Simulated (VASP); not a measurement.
# SiC (Pnma) in VASP: notebook

Runs on SiC. Level: PBE. Tasks: single point, relaxation of cell and atoms.

All numbers are computed with VASP 6.6.1; they aren't measurements. Logs are shortened: lines on timing, memory, paths and dates and some standing lists are left out, and cuts for length are marked.

## Step 1: The cell of the first run

It takes space group Pnma (No. 62, orthorhombic). The conventional cell has a = 5.865 Å, b = 3.142 Å, c = 5.201 Å, α = 90.00°, β = 90.00°, γ = 90.00°. Si (site symmetry m) has 4 C at 1.84 to 1.95 Å within 2.4 Å. Within 2.4 Å of C (site symmetry m) lie 4 Si at 1.84 to 1.95 Å.

The cell was built from a structure type or drawn by symmetry, and may not be a known phase.

## Step 2: Single point, PBE

Contents of INCAR:

```
PREC     = Accurate       # precision mode
ENCUT    = 520            # plane-wave cutoff, eV
EDIFF    = 1E-6           # SCF threshold, eV
ISMEAR   = 0              # smearing method
SIGMA    = 0.1            # smearing width, eV
LREAL    = False          # projectors in reciprocal space
LASPH    = True           # aspherical terms in the spheres
NELM     = 80             # most SCF steps
ALGO     = Normal         # electronic algorithm
ISIF     = 2              # what is computed and relaxed
LWAVE    = False          # write WAVECAR
LCHARG   = True           # write CHGCAR
GGA      = PE             # functional
LELF     = True           # ELF
LVHAR    = True         
NBANDS   = 26             # bands
```

Contents of KPOINTS:

```
regular mesh
0
Gamma
  4 6 4
```

Contents of POSCAR:

```
SiC
1.0
    5.8646557340      0.0000000000      0.0000000000
    0.0000000000      3.1416113981      0.0000000000
    0.0000000000      0.0000000000      5.2011658373
Si C
4 4
Direct
    0.8409589863      0.7500000000      0.4046097889
    0.6590410137      0.2500000000      0.9046097889
    0.3409589863      0.7500000000      0.0953902111
    0.1590410137      0.2500000000      0.5953902111
    0.8260414923      0.2500000000      0.6051123257
    0.6739585077      0.7500000000      0.1051123257
    0.3260414923      0.2500000000      0.8948876743
    0.1739585077      0.7500000000      0.3948876743
```

Potentials or basis: VASP PAW PBE potentials, release 64 (Si, C).

Command:

```sh
> cat potpaw_PBE.64/Si/POTCAR potpaw_PBE.64/C/POTCAR > POTCAR
> mpirun -np 1 vasp_std > vasp.out
```

OUTCAR:

```text
PREC = Accurate
   ENCUT = 520
   EDIFF = 1E-6
   ISMEAR = 0
   LREAL = False
   LASPH = True
   NELM = 80
   ISIF = 2
   GGA = PE

 ion  position               nearest neighbor table
   1  0.841  0.750  0.405-   6 1.84   5 1.89   5 1.89   8 1.95   4 2.63   4 2.63
   2  0.659  0.250  0.905-   5 1.84   6 1.89   6 1.89   7 1.95   3 2.63   3 2.63
   3  0.341  0.750  0.095-   8 1.84   7 1.89   7 1.89   6 1.95   2 2.63   2 2.63
   4  0.159  0.250  0.595-   7 1.84   8 1.89   8 1.89   5 1.95   1 2.63   1 2.63
   5  0.826  0.250  0.605-   2 1.84   1 1.89   1 1.89   4 1.95
   6  0.674  0.750  0.105-   1 1.84   2 1.89   2 1.89   3 1.95
   7  0.326  0.250  0.895-   4 1.84   3 1.89   3 1.89   2 1.95
   8  0.174  0.750  0.395-   3 1.84   4 1.89   4 1.89   1 1.95

  LATTYP: Found a simple orthorhombic cell.
 ALAT       =     3.1416113981
 B/A-ratio  =     1.6555726276
 C/A-ratio  =     1.8667667610

  Lattice vectors:

 A1 = (   0.0000000000,   3.1416113981,   0.0000000000)
 A2 = (   0.0000000000,   0.0000000000,   5.2011658373)
 A3 = (   5.8646557340,   0.0000000000,   0.0000000000)

Analysis of symmetry for initial positions (statically):
=====================================================================
 Subroutine PRICEL returns:
 Original cell was already a primitive cell.

 Routine SETGRP: Setting up the symmetry group for a
 simple orthorhombic supercell.

 Subroutine GETGRP returns: Found  8 space group operations
 (whereof  2 operations were pure point group operations)
 out of a pool of  8 trial point group operations.

The static configuration has the point symmetry S_2 .
 The point group associated with its full space group is D_2h.

Analysis of symmetry for dynamics (positions and initial velocities):
=====================================================================
 Subroutine PRICEL returns:
 Original cell was already a primitive cell.

 Routine SETGRP: Setting up the symmetry group for a
 simple orthorhombic supercell.

 Subroutine GETGRP returns: Found  8 space group operations
 (whereof  2 operations were pure point group operations)
 out of a pool of  8 trial point group operations.

The dynamic configuration has the point symmetry S_2 .
 The point group associated with its full space group is D_2h.
[... 111 lines left out ...]
   EDIFF  = 0.1E-05   stopping-criterion for ELM
   LREAL  =      F    real-space projection
   EDIFFG = 0.1E-04   stopping-criterion for IOM
   NSW    =      0    number of steps for IOM
   IBRION =     -1    ionic relax: 0-MD 1-quasi-New 2-CG
   NFREE  =      0    steps in history (QN), initial steepest desc. (CG)
   ISIF   =      2    stress and relaxation
   ISYM   =      2    0-nonsym 1-usesym 2-fastsym
   POTIM  = 0.5000    time-step for ionic-motion
   TEBEG  =    0.0;   TEEND  =   0.0 temperature during run
   PSTRESS=    0.0 pullay stress
   NELECT =      32.0000    total number of electrons
   NUPDOWN=      -1.0000    fix difference up-down
   EMIN   =  10.00;   EMAX   =-10.00  energy-range for DOS
   EFERMI =   0.00;   METHOD = LEGACY
   ISMEAR =     0;   SIGMA  =   0.10  broadening in eV -4-tet -1-fermi 0-gaus
   EFERMI_NEDOS =   21; number of points for ismear=-14 and -15
   IALGO  =     38    algorithm
   IMIX   =      4    mixing-type and parameters
     AMIX     =   0.40;   BMIX     =  1.00
     AMIX_MAG =   1.60;   BMIX_MAG =  1.00
  volume/ion in A,a.u.               =      11.98        80.84
  Fermi-wavevector in a.u.,A,eV,Ry     =   1.135777  2.146307 17.551360  1.289989
  Thomas-Fermi vector in A             =   2.272482
   LORBIT       =      0    0 simple, 1 ext, 2 COOP (PROOUT), +10 PAW based schemes
   GGA     = PE    functional components
   LHFCALC =     F    Hartree Fock is set to
   AEXX    =    0.0000 exact exchange contribution
   IVDW    =     0    specifies the selected vdW correction
   LEPSILON=     F    determine dielectric tensor
   LRPA    =     F    only Hartree local field effects (RPA)
 non-spin polarized calculation
 Gauss-broadening in eV      SIGMA  =   0.10
  energy-cutoff  :      520.00
  volume of cell :       95.83
 maximum number of plane-waves:      2602
 NGX is ok and might be reduce to    48
   NGX = 21   NGY = 11   NGZ = 19

 number of electron      31.9999999 magnetization

 Free energy of the ion-electron system (eV)
  ---------------------------------------------------
  ext. energy  EPLUGINS =         0.00000000
  ---------------------------------------------------
  free energy    TOTEN  =       -58.74263483 eV

  energy without entropy =      -58.74263483  energy(sigma->0) =      -58.74263483

 E-fermi :   6.8652     XC(G=0): -10.4065

 val. band max:        6.3993864893   @ k =   0.0000   0.0000   0.0000
 cond. band min:       8.9395601370   @ k =   0.5000   0.0000   0.5000
 fundamental gap:      2.5401736478
 Fermi energy:         6.8652349228

 k-point     1 :       0.0000    0.0000    0.0000
  band No.  band energies     occupation
      1      -8.7951      2.00000
      2      -6.7585      2.00000
      3      -5.6432      2.00000
      4      -3.8289      2.00000
      5      -0.7994      2.00000
      6      -0.6226      2.00000
[... 685 lines left out ...]
     25      14.5251      0.00000
     26      14.5251      0.00000

 [... further k-points ...]

------------------------ aborting loop because EDIFF is reached ----------------------------------------

  FORCE on cell =-STRESS in cart. coord.  units (eV):
  Direction    XX          YY          ZZ          XY          YZ          ZX
  --------------------------------------------------------------------------------------
  -------------------------------------------------------------------------------------
  Total        0.0785025     -0.0112844     -0.0998427      0.0000000      0.0000000      0.0000000
  in kB        1.3124974     -0.1886662     -1.6692873      0.0000000      0.0000000      0.0000000
  external PRESSURE =      -0.1818187 kB  Pullay stress =       0.0000000 kB

 VOLUME and BASIS-vectors are now :
 -----------------------------------------------------------------------------
  energy-cutoff  :      520.00
  volume of cell :       95.83
      direct lattice vectors                 reciprocal lattice vectors
     5.864655734  0.000000000  0.000000000     0.170512993  0.000000000  0.000000000
     0.000000000  3.141611398  0.000000000     0.000000000  0.318307987  0.000000000
     0.000000000  0.000000000  5.201165837     0.000000000  0.000000000  0.192264587

 POSITION                                       TOTAL-FORCE (eV/Angst)
 -----------------------------------------------------------------------------------
      4.93193      2.35621      2.10444        -0.011857      0.000000     -0.000253
      3.86505      0.78540      4.70503         0.011857     -0.000000     -0.000253
      1.99961      2.35621      0.49614        -0.011857      0.000000      0.000253
      0.93272      0.78540      3.09672         0.011857      0.000000      0.000253
      4.84445      0.78540      3.14729        -0.009203      0.000000      0.004501
      3.95253      2.35621      0.54671         0.009203     -0.000000      0.004501
      1.91212      0.78540      4.65446        -0.009203     -0.000000     -0.004501
      1.02021      2.35621      2.05388         0.009203     -0.000000     -0.004501
 -----------------------------------------------------------------------------------
    total drift:                                0.000000      0.000000     -0.000000

  FREE ENERGIE OF THE ION-ELECTRON SYSTEM (eV)
  ---------------------------------------------------
  free  energy   TOTEN  =       -58.7426348276 eV

  energy  without entropy=      -58.7426348276  energy(sigma->0) =      -58.74263483
```

stdout:

```text
POSCAR found type information on POSCAR SiC
 POSCAR found :  2 types and       8 ions
 scaLAPACK will be used
 LDA part: xc-table for (Slater+PW92), standard interpolation
 POSCAR, INCAR and KPOINTS ok, starting setup
 FFT: planning ... GRIDC
 FFT: planning ... GRID_SOFT
 FFT: planning ... GRID
 WAVECAR not read
 entering main loop
```

Wall time 1.9 min (1 thread of Intel Xeon 8259CL, shared host); peak memory 0.23 GiB.

Results:

| Item | Value |
| --- | --- |
| Free energy | -58.7426 eV |
| Pressure | 0.0 GPa |
| Largest force | 0.012 eV/Å |
| Band gap on the k mesh | 2.54 eV (least direct gap 3.06 eV) |

Forces in eV/Å, atoms in the order of the input:
```
Si  -0.012  0.000  0.000
Si   0.012  0.000  0.000
Si  -0.012  0.000  0.000
Si   0.012  0.000  0.000
C   -0.009  0.000  0.005
C    0.009  0.000  0.005
C   -0.009  0.000 -0.005
C    0.009  0.000 -0.005
```

A k mesh can miss the band edges.

## Step 3: Relaxation of cell and atoms, PBE

This run uses another cell than the first one, of 10.42 Å³/atom.

Contents of INCAR:

```
PREC = Accurate
ENCUT = 600
EDIFF = 1E-6
ISMEAR = 0
SIGMA = 0.1
LREAL = F
LASPH = T
NELM = 100
ALGO = Normal
ISIF = 3
LWAVE = F
LCHARG = F
GGA = PE
IBRION = 2
NSW = 90
EDIFFG = -0.04
```

Contents of KPOINTS:

```
Automatic mesh
0
Gamma
  4 6 4
```

Contents of POSCAR:

```
SiC
1.0
    5.1035142300      0.0000000000      0.0000000000
    0.0000000000      3.1176070300      0.0000000000
    0.0000000000      0.0000000000      5.2403714200
Si C
4 4
Direct
    0.8210678200      0.7500000000      0.4095370000
    0.6789321800      0.2500000000      0.9095370000
    0.3210678200      0.7500000000      0.0904630000
    0.1789321800      0.2500000000      0.5904630000
    0.8210678200      0.2500000000      0.5904630000
    0.6789321800      0.7500000000      0.0904630000
    0.3210678200      0.2500000000      0.9095370000
    0.1789321800      0.7500000000      0.4095370000
```

Potentials or basis: VASP PAW PBE potentials, release 64 (Si, C).

Command:

```sh
> cat potpaw_PBE.64/Si/POTCAR potpaw_PBE.64/C/POTCAR > POTCAR
> mpirun -np 1 vasp_std > vasp.out
```

Wall time 24 min (1 thread of Intel Xeon 8259CL, shared host); peak memory 0.25 GiB.

The run converged. Its results:

```
Free energy                           : -58.7396 eV
Relaxed volume                        : 11.99 Å³/atom
Relaxed cell                          : a = 5.884 Å, b = 3.140 Å, c = 5.190 Å, α = 90.00°, β = 90.00°, γ = 90.00°
Space group after relaxing (to 0.1 Å) : Pnma (No. 62)
Energy gained by relaxing             : 184.6 meV/atom
Ionic steps                           : 26
Pressure after relaxing               : -0.1 GPa
Largest force after relaxing          : 0.033 eV/Å
Band gap on the k mesh                : 2.53 eV (least direct gap 3.04 eV)
```

Forces in eV/Å, atoms in the order of the input:
```
Si  -0.021  0.000  0.025
Si   0.021  0.000  0.025
Si  -0.021  0.000 -0.025
Si   0.021  0.000 -0.025
C    0.000  0.000  0.003
C    0.000  0.000  0.003
C    0.000  0.000 -0.003
C    0.000  0.000 -0.003
```

Stress tensor (GPa, compression positive):
```
-0.26  0.00  0.00
 0.00  0.05  0.00
 0.00  0.00 -0.01
```

Step by step:
```
step  energy change (eV)  largest force (eV/Å)  pressure (GPa)  volume (Å³)
   1              0.0000                3.1419           25.57        83.38
   2              0.6960                3.5068          -16.15       104.94
   3             -1.0273                1.4260            1.30        91.51
   4             -1.0312                1.3590            2.16        91.11
   5             -1.1427                0.9818           -4.39        95.16
   6             -1.1918                0.7407           -2.40        93.66
   7             -1.3105                0.4557            0.12        92.97
   8             -1.3337                0.4050            1.76        92.52
   9             -1.3871                0.5755            0.01        93.82
  10             -1.3924                0.7028           -0.70        94.40
  11             -1.4247                0.4192           -0.82        94.84
  12             -1.4467                0.1678           -1.01        95.56
  13             -1.4585                0.0817           -0.28        95.29
  14             -1.4621                0.1035            0.44        95.03
  15             -1.4638                0.0822            0.17        95.19
  16             -1.4644                0.1133           -0.12        95.36
  17             -1.4657                0.0984           -0.18        95.43
  18             -1.4679                0.0850           -0.35        95.63
  19             -1.4681                0.0967           -0.43        95.72
  20             -1.4698                0.0877           -0.23        95.66
  21             -1.4730                0.0797            0.36        95.49
  22             -1.4721                0.0859            1.49        95.13
  23             -1.4738                0.0816            0.84        95.34
  24             -1.4756                0.0494            0.43        95.58
  25             -1.4760                0.0628            0.11        95.78
  26             -1.4765                0.0332           -0.07        95.90
```

Final structure:
```yaml
crystal:
  lattice:
    - [5.88391, 0.00000, 0.00000]
    - [0.00000, 3.14028, 0.00000]
    - [0.00000, 0.00000, 5.19023]
  atoms:
    - { symbol: Si, position: [0.84171, 0.75000, 0.40356] }
    - { symbol: Si, position: [0.65829, 0.25000, 0.90356] }
    - { symbol: Si, position: [0.34171, 0.75000, 0.09644] }
    - { symbol: Si, position: [0.15829, 0.25000, 0.59644] }
    - { symbol: C, position: [0.82628, 0.25000, 0.60465] }
    - { symbol: C, position: [0.67372, 0.75000, 0.10465] }
    - { symbol: C, position: [0.32628, 0.25000, 0.89535] }
    - { symbol: C, position: [0.17372, 0.75000, 0.39535] }
```

Levels at points of the mesh, in eV from the valence-band top:
```csv
k point,band 12,band 13,band 14,band 15,band 16,band 17,band 18,band 19,band 20,band 21
"(0.00, 0.00, 0.00)",-1.36,-0.96,-0.53,-0.16,0.00,3.04,4.50,4.90,5.01,5.15
"(0.50, 0.00, 0.00)",-2.38,-1.27,-1.27,-0.47,-0.47,3.21,3.21,4.60,4.60,6.29
"(0.00, 0.50, 0.00)",-3.26,-3.00,-3.00,-1.88,-1.88,2.77,2.77,5.60,5.60,7.45
"(0.50, 0.50, 0.00)",-4.25,-1.91,-1.91,-1.91,-1.91,4.28,4.28,4.28,4.28,6.05
"(0.00, 0.00, 0.50)",-2.67,-1.51,-1.51,-0.74,-0.74,3.36,3.36,5.35,5.35,6.00
"(0.50, 0.00, 0.50)",-2.38,-0.91,-0.91,-0.85,-0.85,2.53,2.53,5.37,5.37,5.89
"(0.00, 0.50, 0.50)",-4.21,-1.43,-1.43,-0.51,-0.51,4.04,4.04,4.64,4.64,5.69
"(0.50, 0.50, 0.50)",-3.03,-2.13,-2.13,-2.13,-2.13,4.34,4.34,4.34,4.34,5.84
```

Caveat: the volume moved by over 15 % at a fixed basis, so the end points are rough.
